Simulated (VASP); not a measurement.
Here is a VASP 6.6.1 calculation.

File POSCAR:

```
MnO
1.0
    0.0000000000      2.0386942538      2.0386942538
    2.0386942538      0.0000000000      2.0386942538
    2.0386942538      2.0386942538      0.0000000000
Mn O
1 1
Direct
    0.0000000000      0.0000000000      0.0000000000
    0.5000000000      0.5000000000      0.5000000000
```

File INCAR.step1:

```
  PREC = Accurate
  ENCUT = 520
  ISMEAR = -1
  SIGMA = 0.1
  LREAL = F
  LASPH = T
  NELM = 100
  NBANDS = 16
  GGA = PE
  ALGO = Normal
  EDIFF = 1E-4
  LWAVE = T
  LCHARG = F
```

Contents of INCAR.step2:

```
  PREC = Accurate
  ENCUT = 520
  EDIFF = 1E-7
  ISMEAR = -1
  SIGMA = 0.1
  LREAL = F
  LASPH = T
  NELM = 100
  ALGO = Normal
  ISIF = 2
  LWAVE = F
  LCHARG = T
  METAGGA = R2SCAN
  LMIXTAU = T
  LELF = T
  LVHAR = T
  NBANDS = 16
  ISTART = 1
```

Contents of KPOINTS:

```
regular mesh
0
Gamma
  14 14 14
```

Potentials or basis: VASP PAW PBE potentials, release 64 (Mn_pv, O).

Launch:

```sh
$ cat potpaw_PBE.64/Mn_pv/POTCAR potpaw_PBE.64/O/POTCAR > POTCAR
$ cp INCAR.step1 INCAR
$ mpirun -np 1 vasp_std > vasp.out
$ cp INCAR.step2 INCAR
$ mpirun -np 1 vasp_std > vasp.out
```

Estimate the pressure.

4.9 GPa.

Estimate the band gap on the k mesh.

zero (an odd number of electrons rules out a gap without spin polarisation).

Caveat: the cell stands under pressure; the PAW data sets were made with another functional, which shifts forces and pressure a little; an odd number of electrons without spin polarisation forces a metal; a magnetic or distorted state may lie lower; the run has no spin polarisation, though such a crystal can be magnetic; semilocal functionals often make such compounds metallic where correlation or magnetic order opens a gap, which also shifts bond lengths. With open d or f shells a metallic result of r2SCAN can be an artefact of self-interaction; +U or a hybrid may open a gap.
